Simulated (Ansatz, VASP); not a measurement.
## Two plane-wave programs on TiN

```
Ti N
1.0
     0.00000    2.12062    2.12062
     2.12062    0.00000    2.12062
     2.12062    2.12062    0.00000
Ti N
1 1
Direct
  0.00000 0.00000 0.00000
  0.50000 0.50000 0.50000
```

Alike in both runs: task relaxation of cell and atoms; functional PBE; k mesh 14 × 14 × 14; occupations gaussian, width 0.1 eV; no spin polarisation.

|  | VASP | Ansatz |
| --- | --- | --- |
| version | VASP 6.6.1 | Ansatz 0.2.0 |
| potentials or method | VASP PAW PBE potentials, release 64 (Ti_sv, N), cutoff 600 eV | scalar-relativistic, plane waves, PAW |
| valence electrons in the cell | 17 | 17 |

|  | VASP | Ansatz | Ansatz less VASP |
| --- | --- | --- | --- |
| gap on the k mesh at the Fermi level, each at its own relaxed structure (eV) | none | none | - |
| relaxed volume (Å³/atom) | 9.59 | 9.57 | -0.014 |
| relaxed length of the cell vector where the two differ most in proportion (Å) | 3.004 | 3.003 | -0.0014 |

A gap of «none» marks a metal or a gap that the smearing closes.
